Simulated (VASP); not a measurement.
Here is a VASP 6.6.1 calculation.

INCAR

```
SYSTEM = SrTiO3
ALGO     = Normal         ! electronic algorithm
EDIFF    = 1E-6           ! SCF threshold, eV
ENCUT    = 520            ! plane-wave cutoff, eV
GGA      = PE             ! functional
ISIF     = 2              ! what is computed and relaxed
ISMEAR   = 0              ! smearing method
LASPH    = .TRUE.         ! aspherical terms in the spheres
LCHARG   = .TRUE.         ! write CHGCAR
LELF     = .TRUE.         ! ELF
LREAL    = .FALSE.        ! projectors in reciprocal space
LVHAR    = .TRUE.       
LWAVE    = .FALSE.        ! write WAVECAR
NBANDS   = 51             ! bands
NELM     = 100            ! most SCF steps
PREC     = Accurate       ! precision mode
SIGMA    = 0.05           ! smearing width, eV
```

Contents of KPOINTS:

```
k-points
0
G
  8 8 8
  0 0 0
```

POSCAR

```
SrTiO3
1.0
   -2.6773096127      2.7298010872      3.8677928605
    2.7298010872     -2.6773096127      3.8677928605
    2.7142513974      2.7142513974     -3.8308510758
Sr Ti O
2 2 6
Direct
    0.7500000000      0.2500000000      0.5000000000
    0.2500000000      0.7500000000      0.5000000000
    0.0000000000      0.0000000000      0.0000000000
    0.5000000000      0.5000000000      0.0000000000
    0.2500000000      0.2500000000      0.0000000000
    0.7500000000      0.7500000000      0.0000000000
    0.7280787197      0.2280787197      0.9561574394
    0.2280787197      0.2719212803      0.5000000000
    0.2719212803      0.7719212803      0.0438425606
    0.7719212803      0.7280787197      0.5000000000
```

Potentials or basis: VASP PAW PBE potentials, release 64 (Sr_sv, Ti_sv, O).

Launch:

```sh
$ cat potpaw_PBE.64/Sr_sv/POTCAR potpaw_PBE.64/Ti_sv/POTCAR potpaw_PBE.64/O/POTCAR > POTCAR
$ mpirun -np 1 vasp_std > vasp.out
```

(1) What does it give for the band gap on the k mesh?

(2) What does it give for the largest force?

## Answers

(1) 1.98 eV.

(2) 0.054 eV/Å.
